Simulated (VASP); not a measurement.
# SiO2 (Cristobalite) (P4_12_12) in VASP: relaxation of the atoms with PBE

Aim: the relaxation of the atoms of SiO2 (Cristobalite) with PBE.

Program: VASP 6.6.1. These are calculated values, not measurements. Logs are shortened: lines on timing, memory, paths and dates and some standing lists are left out, and cuts for length are marked.

## (1) The cell of the first run

The structure is tetragonal, space group P4_12_12 (No. 92). The conventional cell has a = 4.979 Å, b = 4.979 Å, c = 6.950 Å, α = 90.00°, β = 90.00°, γ = 90.00°. Within 2.1 Å of Si (site symmetry 2) lie 4 O at 1.60 to 1.61 Å. Within 2.1 Å of O (site symmetry 1) lie 2 Si at 1.60 to 1.61 Å.

## (2) Relaxation of the atoms, PBE

INCAR

```
SYSTEM = SiO2
  PREC = Accurate
  ENCUT = 520
  EDIFF = 1E-6
  ISMEAR = -1
  SIGMA = 0.02
  LREAL = .FALSE.
  LASPH = .TRUE.
  NELM = 80
  ALGO = Normal
  ISIF = 2
  LWAVE = .FALSE.
  LCHARG = .FALSE.
  GGA = PE
  IBRION = 2
  NSW = 80
  EDIFFG = -0.02
  LUSENCCL = .FALSE.
```

KPOINTS

```
regular mesh
0
G
  5 5 4
  0 0 0
```

POSCAR

```
SiO2
1.0
    4.9790000000      0.0000000000      0.0000000000
    0.0000000000      4.9790000000      0.0000000000
    0.0000000000      0.0000000000      6.9500000000
Si O
4 8
Direct
    0.3001700000      0.3001700000      0.0000000000
    0.1998300000      0.8001700000      0.2500000000
    0.6998300000      0.6998300000      0.5000000000
    0.8001700000      0.1998300000      0.7500000000
    0.2394400000      0.1049200000      0.1785200000
    0.3950800000      0.7394400000      0.4285200000
    0.7605600000      0.8950800000      0.6785200000
    0.6049200000      0.2605600000      0.9285200000
    0.7394400000      0.3950800000      0.5714800000
    0.8950800000      0.7605600000      0.3214800000
    0.2605600000      0.6049200000      0.0714800000
    0.1049200000      0.2394400000      0.8214800000
```

Potentials or basis: VASP PAW PBE potentials, release 64 (Si, O).

Started as:

```bash
$ cat potpaw_PBE.64/Si/POTCAR potpaw_PBE.64/O/POTCAR > POTCAR
$ mpirun -np 1 vasp_std > vasp.out
```

OUTCAR:

```text
SYSTEM = SiO2
   PREC = Accurate
   ENCUT = 520
   EDIFF = 1E-6
   ISMEAR = -1
   LREAL = .FALSE.
   LASPH = .TRUE.
   NELM = 80
   ISIF = 2
   GGA = PE
   IBRION = 2
   NSW = 80
   EDIFFG = -0.02

 ion  position               nearest neighbor table
   1  0.300  0.300  0.000-   5 1.60  12 1.60  11 1.61   8 1.61   2 3.08   4 3.08   2 3.08   4 3.08

   2  0.200  0.800  0.250-   6 1.60  11 1.60  10 1.61   5 1.61   1 3.08   3 3.08   1 3.08   3 3.08

   3  0.700  0.700  0.500-   7 1.60  10 1.60   9 1.61   6 1.61   2 3.08   4 3.08   4 3.08   2 3.08

   4  0.800  0.200  0.750-   8 1.60   9 1.60   7 1.61  12 1.61   1 3.08   3 3.08   3 3.08   1 3.08

   5  0.239  0.105  0.179-   1 1.60   2 1.61
   6  0.395  0.739  0.429-   2 1.60   3 1.61
   7  0.761  0.895  0.679-   3 1.60   4 1.61
   8  0.605  0.261  0.929-   4 1.60   1 1.61
   9  0.739  0.395  0.571-   4 1.60   3 1.61
  10  0.895  0.761  0.321-   3 1.60   2 1.61
  11  0.261  0.605  0.071-   2 1.60   1 1.61
  12  0.105  0.239  0.821-   1 1.60   4 1.61

  LATTYP: Found a simple tetragonal cell.
 ALAT       =     4.9790000000
 C/A-ratio  =     1.3958626230

  Lattice vectors:

 A1 = (   4.9790000000,   0.0000000000,   0.0000000000)
 A2 = (   0.0000000000,   4.9790000000,   0.0000000000)
 A3 = (   0.0000000000,   0.0000000000,   6.9500000000)

Analysis of symmetry for initial positions (statically):
=====================================================================
 Subroutine PRICEL returns:
 Original cell was already a primitive cell.

 Routine SETGRP: Setting up the symmetry group for a
 simple tetragonal supercell.

 Subroutine GETGRP returns: Found  8 space group operations
 (whereof  2 operations were pure point group operations)
 out of a pool of 16 trial point group operations.

The static configuration has the point symmetry C_2 .
 The point group associated with its full space group is D_4 .

Analysis of symmetry for dynamics (positions and initial velocities):
=====================================================================
 Subroutine PRICEL returns:
 Original cell was already a primitive cell.

 Routine SETGRP: Setting up the symmetry group for a
 simple tetragonal supercell.

 Subroutine GETGRP returns: Found  8 space group operations
 (whereof  2 operations were pure point group operations)
 out of a pool of 16 trial point group operations.

The dynamic configuration has the point symmetry C_2 .
 The point group associated with its full space group is D_4 .

 Subroutine INISYM returns: Found  8 space group operations
 (whereof  2 operations are pure point group operations),
 and found     1 'primitive' translations

----------------------------------------------------------------------------------------

                                     Primitive cell

  volume of cell :     172.2936

  direct lattice vectors                    reciprocal lattice vectors
     4.979000000  0.000000000  0.000000000     0.200843543  0.000000000  0.000000000
     0.000000000  4.979000000  0.000000000     0.000000000  0.200843543  0.000000000
     0.000000000  0.000000000  6.950000000     0.000000000  0.000000000  0.143884892

  length of vectors
     4.979000000  4.979000000  6.950000000     0.200843543  0.200843543  0.143884892

  position of ions in fractional coordinates (direct lattice)
     0.300170000  0.300170000  0.000000000
     0.199830000  0.800170000  0.250000000
     0.699830000  0.699830000  0.500000000
     0.800170000  0.199830000  0.750000000
     0.239440000  0.104920000  0.178520000
     0.395080000  0.739440000  0.428520000
     0.760560000  0.895080000  0.678520000
     0.604920000  0.260560000  0.928520000
     0.739440000  0.395080000  0.571480000
     0.895080000  0.760560000  0.321480000
     0.260560000  0.604920000  0.071480000
     0.104920000  0.239440000  0.821480000

  ion indices of the primitive-cell ions
   primitive index   ion index
                 1           1
                 2           2
                 3           3
                 4           4
                 5           5
                 6           6
                 7           7
                 8           8
                 9           9
                10          10
                11          11
                12          12

----------------------------------------------------------------------------------------

 KPOINTS: regular mesh

Automatic generation of k-mesh.
 Grid dimensions read from file:
 generate k-points for:    5    5    4

 Generating k-lattice:

  Cartesian coordinates                     Fractional coordinates (reciprocal lattice)
     0.040168709  0.000000000  0.000000000     0.200000000  0.000000000  0.000000000
     0.000000000  0.040168709  0.000000000     0.000000000  0.200000000  0.000000000
     0.000000000  0.000000000  0.035971223     0.000000000  0.000000000  0.250000000

  Length of vectors
     0.040168709  0.040168709  0.035971223

  Shift w.r.t. Gamma in fractional coordinates (k-lattice)
     0.000000000  0.000000000  0.000000000

 Subroutine IBZKPT returns following result:
 ===========================================

 Found     18 irreducible k-points:

 Following reciprocal coordinates:
            Coordinates               Weight
  0.000000  0.000000  0.000000      1.000000
  0.200000  0.000000  0.000000      4.000000
  0.400000  0.000000  0.000000      4.000000
  0.200000  0.200000  0.000000      4.000000
  0.400000  0.200000  0.000000      8.000000
  0.400000  0.400000  0.000000      4.000000
[... 10 lines left out ...]
  0.400000  0.200000  0.500000      8.000000
  0.400000  0.400000  0.500000      4.000000
   k-points           NKPTS =     18   k-points in BZ     NKDIM =     18   number of bands    NBANDS=     39
   number of dos      NEDOS =    301   number of ions     NIONS =     12
   total plane-waves  NPLWV =  86400
   dimension x,y,z NGX =    40 NGY =   40 NGZ =   54
   dimension x,y,z NGXF=    80 NGYF=   80 NGZF=  108
   ions per type =               4   8
   NGX,Y,Z   is equivalent  to a cutoff of  13.36, 13.36, 12.92 a.u.
   NGXF,Y,Z  is equivalent  to a cutoff of  26.71, 26.71, 25.83 a.u.
 SYSTEM =  SiO2
   PREC   = accura    normal or accurate (medium, high low for compatibility)
   ISTART =      0    job   : 0-new  1-cont  2-samecut
   ICHARG =      2    charge: 1-file 2-atom 10-const
   ISPIN  =      1    spin polarized calculation?
   LNONCOLLINEAR =      F non collinear calculations
   LSORBIT =      F    spin-orbit coupling
   LASPH  =      T    aspherical Exc in radial PAW
   ENCUT  =  520.0 eV  38.22 Ry    6.18 a.u.   9.26  9.26 12.92*2*pi/ulx,y,z
   NELM   =     80;   NELMIN=  2; NELMDL= -5     # of ELM steps
   EDIFF  = 0.1E-05   stopping-criterion for ELM
   LREAL  =      F    real-space projection
   EDIFFG = -.2E-01   stopping-criterion for IOM
   NSW    =     80    number of steps for IOM
   IBRION =      2    ionic relax: 0-MD 1-quasi-New 2-CG
   NFREE  =      1    steps in history (QN), initial steepest desc. (CG)
   ISIF   =      2    stress and relaxation
   ISYM   =      2    0-nonsym 1-usesym 2-fastsym
   POTIM  = 0.5000    time-step for ionic-motion
   TEBEG  =    0.0;   TEEND  =   0.0 temperature during run
   PSTRESS=    0.0 pullay stress
   NELECT =      64.0000    total number of electrons
   NUPDOWN=      -1.0000    fix difference up-down
   EMIN   =  10.00;   EMAX   =-10.00  energy-range for DOS
   EFERMI =   0.00;   METHOD = LEGACY
   ISMEAR =    -1;   SIGMA  =   0.02  broadening in eV -4-tet -1-fermi 0-gaus
   EFERMI_NEDOS =   21; number of points for ismear=-14 and -15
   IALGO  =     38    algorithm
   IMIX   =      4    mixing-type and parameters
     AMIX     =   0.40;   BMIX     =  1.00
     AMIX_MAG =   1.60;   BMIX_MAG =  1.00
  volume/ion in A,a.u.               =      14.36        96.89
  Fermi-wavevector in a.u.,A,eV,Ry     =   1.176825  2.223876 18.842934  1.384917
  Thomas-Fermi vector in A             =   2.313182
   LORBIT       =      0    0 simple, 1 ext, 2 COOP (PROOUT), +10 PAW based schemes
   GGA     = PE    functional components
   LHFCALC =     F    Hartree Fock is set to
   AEXX    =    0.0000 exact exchange contribution
   IVDW    =     0    specifies the selected vdW correction
   LEPSILON=     F    determine dielectric tensor
   LRPA    =     F    only Hartree local field effects (RPA)
 conjugate gradient relaxation of ions
 non-spin polarized calculation
  energy-cutoff  :      520.00
  volume of cell :      172.29
 maximum number of plane-waves:      4668
 NGX is ok and might be reduce to    40
   NGX = 19   NGY = 19   NGZ = 25

--------------------------------------- Ionic step        1  -------------------------------------------

 number of electron      63.9999993 magnetization

 Free energy of the ion-electron system (eV)
  ---------------------------------------------------
  ext. energy  EPLUGINS =         0.00000000
  ---------------------------------------------------
  free energy    TOTEN  =       -94.80008461 eV

  energy without entropy =      -94.80008461  energy(sigma->0) =      -94.80008461

------------------------ aborting loop because EDIFF is reached ----------------------------------------

  FORCE on cell =-STRESS in cart. coord.  units (eV):
  Direction    XX          YY          ZZ          XY          YZ          ZX
  --------------------------------------------------------------------------------------
  -------------------------------------------------------------------------------------
  Total        6.6582352      6.6582352      7.3983778      0.0000000      0.0000000     -0.0000000
  in kB       61.9156817     61.9156817     68.7983508      0.0000000      0.0000000     -0.0000000
  external PRESSURE =      64.2099047 kB  Pullay stress =       0.0000000 kB
[... 119 lines left out ...]
  FREE ENERGIE OF THE ION-ELECTRON SYSTEM (eV)
  ---------------------------------------------------
  free  energy   TOTEN  =       -94.8321548982 eV

  energy  without entropy=      -94.8321548982  energy(sigma->0) =      -94.83215490

[... ionic steps 4 to 15 ...]

--------------------------------------- Ionic step       16  -------------------------------------------

 number of electron      64.0000006 magnetization

------------------------ aborting loop because EDIFF is reached ----------------------------------------

  FORCE on cell =-STRESS in cart. coord.  units (eV):
  Direction    XX          YY          ZZ          XY          YZ          ZX
  --------------------------------------------------------------------------------------
  -------------------------------------------------------------------------------------
  Total        1.7358025      1.7358025      1.2550809      0.0000000      0.0000000     -0.0000000
  in kB       16.1414232     16.1414232     11.6711387      0.0000000      0.0000000     -0.0000000
  external PRESSURE =      14.6513284 kB  Pullay stress =       0.0000000 kB
[... 77 lines left out ...]
  energy  without entropy=      -94.8968823005  energy(sigma->0) =      -94.89688230

--------------------------------------- Ionic step       18  -------------------------------------------

 number of electron      64.0000008 magnetization

 Free energy of the ion-electron system (eV)
  ---------------------------------------------------
  ext. energy  EPLUGINS =         0.00000000
  ---------------------------------------------------
  free energy    TOTEN  =       -94.89705649 eV

  energy without entropy =      -94.89705649  energy(sigma->0) =      -94.89705649

 E-fermi :   0.5645     XC(G=0):  -8.4536

 val. band max:        0.1092517043   @ k =   0.0000   0.0000   0.0000
 cond. band min:       5.7258945073   @ k =   0.0000   0.0000   0.0000
 fundamental gap:      5.6166428030
 Fermi energy:         0.5644778676

 k-point     1 :       0.0000    0.0000    0.0000
  band No.  band energies     occupation
      1     -19.2446      2.00000
      2     -18.3603      2.00000
      3     -18.3603      2.00000
      4     -17.2362      2.00000
      5     -17.1684      2.00000
      6     -17.1670      2.00000
[... 784 lines left out ...]
  FREE ENERGIE OF THE ION-ELECTRON SYSTEM (eV)
  ---------------------------------------------------
  free  energy   TOTEN  =       -94.8970564888 eV

  energy  without entropy=      -94.8970564888  energy(sigma->0) =      -94.89705649

 reached required accuracy - stopping structural energy minimisation
```

Wall time 11 min (1 × NVIDIA H100 80GB with 1 thread of Intel Xeon Platinum 8481C at 2.70GHz (Sapphire Rapids), shared host); peak memory 1.3 GiB.

Results:

```
Free energy                  : -94.8971 eV
Energy gained by relaxing    : 8.1 meV/atom
Ionic steps                  : 18
Pressure after relaxing      : 1.3 GPa
Largest force after relaxing : 0.017 eV/Å
Band gap on the k mesh       : 5.62 eV, direct
```

Forces in eV/Å, atoms in the order of the input:
```
Si   0.012  0.012  0.000
Si  -0.012  0.012  0.000
Si  -0.012 -0.012  0.000
Si   0.012 -0.012  0.000
O   -0.001  0.010 -0.007
O   -0.010 -0.001 -0.007
O    0.001 -0.010 -0.007
O    0.010  0.001 -0.007
O   -0.001 -0.010  0.007
O   -0.010  0.001  0.007
O    0.001  0.010  0.007
O    0.010 -0.001  0.007
```

Step by step:
```csv
step,energy change (eV),largest force (eV/Å),pressure (GPa)
1,0.0000,0.4175,6.42
2,-0.0319,0.5400,4.97
3,-0.0321,0.5036,5.07
4,-0.0531,0.3922,4.34
5,-0.0772,0.2036,2.21
6,-0.0774,0.1631,2.40
7,-0.0803,0.1708,2.37
8,-0.0868,0.1929,2.25
9,-0.0910,0.2349,2.02
10,-0.0928,0.1683,1.96
11,-0.0949,0.0749,1.81
12,-0.0952,0.0676,1.78
13,-0.0959,0.0492,1.70
14,-0.0965,0.0474,1.54
15,-0.0967,0.0250,1.47
16,-0.0967,0.0280,1.47
17,-0.0968,0.0253,1.42
18,-0.0970,0.0172,1.30
```

Final structure:
```
Si O
1.0
     4.97900    0.00000    0.00000
     0.00000    4.97900    0.00000
     0.00000    0.00000    6.95000
Si O
4 8
Direct
  0.30430 0.30430 0.00000
  0.19570 0.80430 0.25000
  0.69570 0.69570 0.50000
  0.80430 0.19570 0.75000
  0.23723 0.11465 0.18422
  0.38535 0.73723 0.43422
  0.76277 0.88535 0.68422
  0.61465 0.26277 0.93422
  0.73723 0.38535 0.56578
  0.88535 0.76277 0.31578
  0.26277 0.61465 0.06578
  0.11465 0.23723 0.81578
```

A k mesh can miss the band edges. As with any semilocal functional, this PBE gap is likely too small.
